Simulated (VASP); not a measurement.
# Al16Ru in VASP: notebook

Runs on Al16Ru. Level: r2SCAN+D3(BJ). Tasks: single point.

All numbers are computed with VASP 6.6.1; they aren't measurements. Logs are shortened: lines on timing, memory, paths and dates and some standing lists are left out, and cuts for length are marked.

### Step 1. The cell of the first run

The cell holds a slab with vacuum, 17 atoms: a = 5.728 Å, b = 5.728 Å, c = 18.015 Å, α = 90.00°, β = 90.00°, γ = 60.00°.

### Step 2. Single point, r2SCAN+D3(BJ)

POSCAR

```
Al16Ru
1.0
    5.7275650000      0.0000000000      0.0000000000
    2.8637820000      4.9602170000      0.0000000000
    0.0000000000      0.0000000000     18.0148060000
Al Ru
16 1
Direct
    0.0000000000      0.0000000000      0.0555098956
    0.5000000873      0.0000000000      0.0555098956
   -0.0000000504      0.5000001008      0.0555098956
    0.5000000369      0.5000001008      0.0555098956
    0.1676511835      0.1714086299      0.1809869615
    0.6663603423      0.1744734152      0.1795349337
    0.1656379615      0.6745652458      0.1816453089
    0.6625124050      0.6761182021      0.1812466923
   -0.1689628309      0.3465422985      0.3038039932
    0.3389638217      0.3394635759      0.3051961259
   -0.1789509252      0.8553563282      0.3060950531
    0.3377715779      0.8478610916      0.3105335689
   -0.0158613806      0.0072498844      0.4324679933
    0.4861312978     -0.0373979606      0.4660716857
    0.0087757215      0.5225158496      0.4226980851
    0.4791570622      0.4922982200      0.4345403442
   -0.1612640989      0.3796108114      0.5137111107
```

INCAR.step1

```
PREC     = Accurate       # precision mode
ENCUT    = 520            # plane-wave cutoff, eV
ISMEAR   = 0              # smearing method
SIGMA    = 0.15           # smearing width, eV
LREAL    = Auto         
LASPH    = True           # aspherical terms in the spheres
NELM     = 60             # most SCF steps
NBANDS   = 45             # bands
GGA      = PE             # functional
ALGO     = Normal         # electronic algorithm
EDIFF    = 1E-4           # SCF threshold, eV
LWAVE    = True           # write WAVECAR
LCHARG   = False          # write CHGCAR
```

INCAR.step2

```
PREC     = Accurate       # precision mode
ENCUT    = 520            # plane-wave cutoff, eV
EDIFF    = 1E-6           # SCF threshold, eV
ISMEAR   = 0              # smearing method
SIGMA    = 0.15           # smearing width, eV
LREAL    = Auto         
LASPH    = True           # aspherical terms in the spheres
NELM     = 60             # most SCF steps
ALGO     = Normal         # electronic algorithm
ISIF     = 2              # what is computed and relaxed
LWAVE    = False          # write WAVECAR
LCHARG   = False          # write CHGCAR
METAGGA  = R2SCAN         # meta-GGA
LMIXTAU  = True         
IVDW     = 12             # dispersion correction
VDW_S6   = 1.0          
VDW_S8   = 0.78981345   
VDW_A1   = 0.49484001   
VDW_A2   = 5.73083694   
NBANDS   = 45             # bands
ISTART   = 1
```

KPOINTS

```
regular mesh
0
Gamma
  3 3 1
```

Potentials or basis: VASP PAW PBE potentials, release 64 (Al, Ru_pv).

Started as:

```console
$ cat potpaw_PBE.64/Al/POTCAR potpaw_PBE.64/Ru_pv/POTCAR > POTCAR
$ cp INCAR.step1 INCAR
$ mpirun -np 1 vasp_std > vasp.out
$ cp INCAR.step2 INCAR
$ mpirun -np 1 vasp_std > vasp.out
```

OUTCAR:

```text
PREC = Accurate
   ENCUT = 520
   EDIFF = 1E-6
   ISMEAR = 0
   LREAL = Auto
   LASPH = True
   NELM = 60
   ISIF = 2
   METAGGA = R2SCAN
   IVDW = 12
   ISTART = 1
 IVDW          = 12

 ion  position               nearest neighbor table
   1  0.000  0.000  0.056-   6 2.78   7 2.79   5 2.82   2 2.86   3 2.86   4 2.86   4 2.86   3 2.86
                             2 2.86
   2  0.500  0.000  0.056-   8 2.78   5 2.80   6 2.80   1 2.86   3 2.86   4 2.86   4 2.86   1 2.86
                             3 2.86
   3  1.000  0.500  0.056-   5 2.79   8 2.82   7 2.83   4 2.86   2 2.86   1 2.86   1 2.86   4 2.86
                             2 2.86
   4  0.500  0.500  0.056-   6 2.76   7 2.81   8 2.82   3 2.86   2 2.86   1 2.86   1 2.86   2 2.86
                             3 2.86
   5  0.168  0.171  0.181-   9 2.77   3 2.79   2 2.80  10 2.80   1 2.82  12 2.83   8 2.84   7 2.85
                             6 2.86   6 2.87   7 2.88   8 2.89
   6  0.666  0.174  0.180-   4 2.76  11 2.78   1 2.78  10 2.79   9 2.79   2 2.80   7 2.86   8 2.86
                             5 2.86   5 2.87   8 2.87   7 2.87
   7  0.166  0.675  0.182-  10 2.78   1 2.79   4 2.81  11 2.82   3 2.83   8 2.85   5 2.85   6 2.86
                             6 2.87   5 2.88   8 2.88  12 2.89
   8  0.663  0.676  0.181-   9 2.75   2 2.78  11 2.81   3 2.82   4 2.82  12 2.83   5 2.84   7 2.85
                             6 2.86   6 2.87   7 2.88   5 2.89
   9  0.831  0.347  0.304-   8 2.75  15 2.77   5 2.77   6 2.79  10 2.84  11 2.84  12 2.85  13 2.87
                            12 2.88  11 2.89  10 2.89  16 2.94
  10  0.339  0.339  0.305-  15 2.68  16 2.75  11 2.77   7 2.78   6 2.79   5 2.80  12 2.82   9 2.84
                             9 2.89  12 2.91  11 2.96
  11  0.821  0.855  0.306-  15 2.67  13 2.76  10 2.77   6 2.78  12 2.79   8 2.81   7 2.82   9 2.84
                             9 2.89  12 2.94  10 2.96  14 3.34
  12  0.338  0.848  0.311-  11 2.79  13 2.81  10 2.82   8 2.83   5 2.83   9 2.85  16 2.85   9 2.88
                             7 2.89  10 2.91  11 2.94  14 3.09
  13  0.984  0.007  0.432-  17 2.37  15 2.71  11 2.76  12 2.81  14 2.82  16 2.84   9 2.87  16 2.89
                            15 3.03  14 3.05
  14  0.486  0.963  0.466-  16 2.77  13 2.82  15 2.89  17 3.04  13 3.05  16 3.07  12 3.09  15 3.10
                            11 3.34
  15  0.009  0.523  0.423-  17 2.26  16 2.62  11 2.67  10 2.68  13 2.71   9 2.77  14 2.89  13 3.03
                            14 3.10  16 3.13
  16  0.479  0.492  0.435-  17 2.32  15 2.62  10 2.75  14 2.77  13 2.84  12 2.85  13 2.89   9 2.94
                            14 3.07  15 3.13
  17  0.839  0.380  0.514-  15 2.26  16 2.32  13 2.37  14 3.04

  LATTYP: Found a hexagonal cell.
 ALAT       =     5.7275649303
 C/A-ratio  =     3.1452818465

  Lattice vectors:

 A1 = (  -2.8637820000,  -4.9602170000,   0.0000000000)
 A2 = (   5.7275650000,   0.0000000000,   0.0000000000)
 A3 = (   0.0000000000,   0.0000000000,  18.0148060000)

Analysis of symmetry for initial positions (statically):
=====================================================================
 Subroutine PRICEL returns:
 Original cell was already a primitive cell.

 Routine SETGRP: Setting up the symmetry group for a
 hexagonal supercell.

 Subroutine GETGRP returns: Found  1 space group operations
 (whereof  1 operations were pure point group operations)
 out of a pool of 24 trial point group operations.

The static configuration has the point symmetry C_1 .

Analysis of symmetry for dynamics (positions and initial velocities):
=====================================================================
 Subroutine PRICEL returns:
 Original cell was already a primitive cell.

 Routine SETGRP: Setting up the symmetry group for a
 hexagonal supercell.

 Subroutine GETGRP returns: Found  1 space group operations
 (whereof  1 operations were pure point group operations)
 out of a pool of 24 trial point group operations.

The dynamic configuration has the point symmetry C_1 .

 Subroutine INISYM returns: Found  1 space group operations
 (whereof  1 operations are pure point group operations),
 and found     1 'primitive' translations

----------------------------------------------------------------------------------------

                                     Primitive cell

  volume of cell :     511.8000

  direct lattice vectors                    reciprocal lattice vectors
     5.727565000  0.000000000  0.000000000     0.174594265 -0.100802024  0.000000000
     2.863782000  4.960217000  0.000000000     0.000000000  0.201604083  0.000000000
     0.000000000  0.000000000 18.014806000     0.000000000  0.000000000  0.055509896

  length of vectors
     5.727565000  5.727564930 18.014806000     0.201604081  0.201604083  0.055509896

  position of ions in fractional coordinates (direct lattice)
     0.000000000  0.000000000  0.055509896
     0.500000087  0.000000000  0.055509896
     0.999999950  0.500000101  0.055509896
     0.500000037  0.500000101  0.055509896
     0.167651183  0.171408630  0.180986961
     0.666360342  0.174473415  0.179534934
[... 9 lines left out ...]
     0.479157062  0.492298220  0.434540344
     0.838735901  0.379610811  0.513711111

  ion indices of the primitive-cell ions
   primitive index   ion index
                 1           1
                 2           2
                 3           3
                 4           4
                 5           5
                 6           6
[... 9 lines left out ...]
                16          16
                17          17

----------------------------------------------------------------------------------------

 KPOINTS: regular mesh

Automatic generation of k-mesh.
 Grid dimensions read from file:
 generate k-points for:    3    3    1

 Generating k-lattice:

  Cartesian coordinates                     Fractional coordinates (reciprocal lattice)
     0.058198088 -0.033600675  0.000000000     0.333333333  0.000000000  0.000000000
     0.000000000  0.067201361  0.000000000     0.000000000  0.333333333  0.000000000
     0.000000000  0.000000000  0.055509896     0.000000000  0.000000000  1.000000000

  Length of vectors
     0.067201360  0.067201361  0.055509896

  Shift w.r.t. Gamma in fractional coordinates (k-lattice)
     0.000000000  0.000000000  0.000000000

 Subroutine IBZKPT returns following result:
 ===========================================

 Found      5 irreducible k-points:

 Following reciprocal coordinates:
            Coordinates               Weight
  0.000000  0.000000  0.000000      1.000000
  0.333333  0.000000  0.000000      2.000000
  0.333333  0.333333  0.000000      2.000000
  0.000000  0.333333  0.000000      2.000000
 -0.333333  0.333333  0.000000      2.000000
   k-points           NKPTS =      5   k-points in BZ     NKDIM =      5   number of bands    NBANDS=     45
   number of dos      NEDOS =    301   number of ions     NIONS =     17
   total plane-waves  NPLWV = 322560
   dimension x,y,z NGX =    48 NGY =   48 NGZ =  140
   dimension x,y,z NGXF=    96 NGYF=   96 NGZF=  280
   ions per type =              16   1
   NGX,Y,Z   is equivalent  to a cutoff of  13.93, 13.93, 12.92 a.u.
   NGXF,Y,Z  is equivalent  to a cutoff of  27.86, 27.86, 25.84 a.u.
 SYSTEM =  unknown system
   PREC   = accura    normal or accurate (medium, high low for compatibility)
   ISTART =      1    job   : 0-new  1-cont  2-samecut
   ICHARG =      0    charge: 1-file 2-atom 10-const
   ISPIN  =      1    spin polarized calculation?
   LNONCOLLINEAR =      F non collinear calculations
   LSORBIT =      F    spin-orbit coupling
   LASPH  =      T    aspherical Exc in radial PAW
   ENCUT  =  520.0 eV  38.22 Ry    6.18 a.u.  10.65 10.65 33.50*2*pi/ulx,y,z
   NELM   =     60;   NELMIN=  2; NELMDL=  0     # of ELM steps
   EDIFF  = 0.1E-05   stopping-criterion for ELM
   LREAL  =      T    real-space projection
   EDIFFG = 0.1E-04   stopping-criterion for IOM
   NSW    =      0    number of steps for IOM
   IBRION =     -1    ionic relax: 0-MD 1-quasi-New 2-CG
   NFREE  =      0    steps in history (QN), initial steepest desc. (CG)
   ISIF   =      2    stress and relaxation
   ISYM   =      2    0-nonsym 1-usesym 2-fastsym
   POTIM  = 0.5000    time-step for ionic-motion
   TEBEG  =    0.0;   TEEND  =   0.0 temperature during run
   PSTRESS=    0.0 pullay stress
   NELECT =      62.0000    total number of electrons
   NUPDOWN=      -1.0000    fix difference up-down
   EMIN   =  10.00;   EMAX   =-10.00  energy-range for DOS
   EFERMI =   0.00;   METHOD = LEGACY
   ISMEAR =     0;   SIGMA  =   0.15  broadening in eV -4-tet -1-fermi 0-gaus
   EFERMI_NEDOS =   21; number of points for ismear=-14 and -15
   IALGO  =     38    algorithm
   IMIX   =      4    mixing-type and parameters
     AMIX     =   0.40;   BMIX     =  1.00
     AMIX_MAG =   1.60;   BMIX_MAG =  1.00
  volume/ion in A,a.u.               =      30.11       203.16
  Fermi-wavevector in a.u.,A,eV,Ry     =   0.810038  1.530750  8.927616  0.656161
  Thomas-Fermi vector in A             =   1.919139
   LORBIT       =      0    0 simple, 1 ext, 2 COOP (PROOUT), +10 PAW based schemes
   METAGGA = R2SCAN    functional components
   LHFCALC =     F    Hartree Fock is set to
   AEXX    =    0.0000 exact exchange contribution
   IVDW    =    12    specifies the selected vdW correction
   LEPSILON=     F    determine dielectric tensor
   LRPA    =     F    only Hartree local field effects (RPA)
 non-spin polarized calculation
 Gauss-broadening in eV      SIGMA  =   0.15
  energy-cutoff  :      520.00
  volume of cell :      511.80
 maximum number of plane-waves:     13819
 NGX is ok and might be reduce to    42
   NGX = 21   NGY = 21   NGZ = 67

 number of electron      62.0000000 magnetization

 Free energy of the ion-electron system (eV)
  ---------------------------------------------------
  ext. energy  EPLUGINS =         0.00000000
  ---------------------------------------------------
  free energy    TOTEN  =      -128.91428278 eV

  energy without entropy =     -128.87847225  energy(sigma->0) =     -128.89637752

 E-fermi :   2.6894     XC(G=0):  -6.9455

 val. band max:        2.5037017809   @ k =   0.0000   0.0000   0.0000
 cond. band min:       2.6964763070   @ k =   0.0000   0.0000   0.0000
 fundamental gap:      0.1927745261
 Fermi energy:         2.6893891136

 k-point     1 :       0.0000    0.0000    0.0000
  band No.  band energies     occupation
      1     -40.3187      2.00000
      2     -40.1335      2.00000
      3     -40.0998      2.00000
      4      -8.9363      2.00000
      5      -7.6736      2.00000
      6      -5.9419      2.00000
[... 35 lines left out ...]
     42       5.0399      0.00000
     43       5.4090      0.00000
[... 142 lines left out ...]
      2     -40.1335      2.00000
      3     -40.0998      2.00000
      4      -6.8605      2.00000
      5      -6.8444      2.00000
      6      -6.7919      2.00000
[... 35 lines left out ...]
     42       5.5181      0.00000
     43       5.6378      0.00000
 [bands above 43 left out]

------------------------ aborting loop because EDIFF is reached ----------------------------------------

 Edisp (eV)   -2.06109

 E8    (eV) :    -0.7576

  FORCE on cell =-STRESS in cart. coord.  units (eV):
  Direction    XX          YY          ZZ          XY          YZ          ZX
  --------------------------------------------------------------------------------------
  -------------------------------------------------------------------------------------
  Total      -6.69144   -10.80956     0.58322     1.56009    -0.69096    -0.45203
  in kB     -20.94739   -33.83905     1.82575     4.88382    -2.16305    -1.41506
  external pressure =      -17.65 kB  Pullay stress =        0.00 kB

 VOLUME and BASIS-vectors are now :
 -----------------------------------------------------------------------------
  energy-cutoff  :      520.00
  volume of cell :      511.80
      direct lattice vectors                 reciprocal lattice vectors
     5.727565000  0.000000000  0.000000000     0.174594265 -0.100802024  0.000000000
     2.863782000  4.960217000  0.000000000     0.000000000  0.201604083  0.000000000
     0.000000000  0.000000000 18.014806000     0.000000000  0.000000000  0.055509896

 POSITION                                       TOTAL-FORCE (eV/Angst)
 -----------------------------------------------------------------------------------
      0.00000      0.00000      1.00000         0.035689      0.103088     -0.035486
      2.86378      0.00000      1.00000         0.014557      0.016298      0.044946
      7.15946      2.48011      1.00000        -0.080157     -0.009704     -0.075851
      4.29567      2.48011      1.00000         0.102796      0.024337     -0.079947
      1.45111      0.85022      3.26044        -0.041912      0.023109      0.003694
      4.31628      0.86543      3.23429         0.022563     -0.009108      0.007143
[... 9 lines left out ...]
      4.15424      2.44191      7.82816        -0.056661      0.016790     -0.043286
      5.89104      1.88295      9.25441        -0.136079      0.038068     -0.077740
 -----------------------------------------------------------------------------------
    total drift:                               -0.000817      0.003849      0.003663

  FREE ENERGIE OF THE ION-ELECTRON SYSTEM (eV)
  ---------------------------------------------------
  free  energy   TOTEN  =      -130.9753769335 eV

  energy  without entropy=     -130.9395664041  energy(sigma->0) =     -130.95747167
```

Run time: 12 min. Hardware: 1 thread of Intel Xeon Platinum 8559C (Emerald Rapids), shared host; peak memory 0.75 GiB.

What came out:

* Free energy: -130.9754 eV
* Largest force: 0.171 eV/Å
* Band gap on the k mesh: zero (bands 31 and 32 overlap by 0.46 eV)
* Dispersion energy per atom: -0.121 eV

Forces in eV/Å, atoms in the order of the input:
```
Al   0.036  0.103 -0.035
Al   0.015  0.016  0.045
Al  -0.080 -0.010 -0.076
Al   0.103  0.024 -0.080
Al  -0.042  0.023  0.004
Al   0.023 -0.009  0.007
Al  -0.033 -0.003  0.024
Al   0.033 -0.040 -0.029
Al  -0.019 -0.051 -0.067
Al  -0.019  0.005  0.031
Al   0.071  0.000  0.012
Al  -0.095  0.002  0.095
Al   0.016  0.013  0.170
Al   0.055 -0.144  0.056
Al   0.131  0.015 -0.036
Al  -0.057  0.017 -0.043
Ru  -0.136  0.038 -0.078
```

Levels at points of the mesh, in eV from the Fermi level:
| k point | band 27 | band 28 | band 29 | band 30 | band 31 | band 32 | band 33 | band 34 | band 35 | band 36 |
| --- | --- | --- | --- | --- | --- | --- | --- | --- | --- | --- |
| (0.00, 0.00, 0.00) | -1.43 | -1.36 | -1.22 | -0.83 | -0.70 | -0.19 | 0.01 | 0.62 | 0.65 | 0.75 |

Caveat: the k points lie up to 0.42 Å⁻¹ apart; the PAW data sets were made with another functional, which shifts forces and pressure a little.

(Continued in part 2 of 2.)
